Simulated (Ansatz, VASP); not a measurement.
# Re in VASP and in Ansatz

```xyz
1
Lattice="0.0000 2.2216 1.4716 2.2216 0.0000 1.4716 2.2216 2.2216 0.0000" Properties=species:S:1:pos:R:3 pbc="T T T"
Re    0.0000    0.0000    0.0000
```

Alike in both runs: task single point; functional PBE; k mesh 10 × 10 × 10; occupations gaussian, width 0.15 eV; no spin polarisation.

```csv
,VASP,Ansatz
version,VASP 6.6.1,Ansatz 0.2.0
potentials or method,"VASP PAW PBE potentials, release 64 (Re), cutoff 520 eV","scalar-relativistic, plane waves, PAW"
valence electrons in the cell,7,15
```

VASP gave:

| Property | Result |
| --- | --- |
| gap on the k mesh at the Fermi level (eV) | none |
| pressure (GPa) | 14.6 |
| traceless stress, the component that is largest in VASP (GPa) | 0.74 |

Estimate Ansatz's values.

gap on the k mesh at the Fermi level (eV): none; pressure (GPa): 14.9; traceless stress, the component that is largest in VASP (GPa): 1.04.

A gap of «none» marks a metal or a gap that the smearing closes. With one functional, cell and mesh, what is left measures potentials, basis and numerics. VASP's potentials hold 7 valence electrons a cell and Ansatz's 15, so a difference there can come from the potentials and not from the codes.

Neither program's run includes spin-orbit coupling.
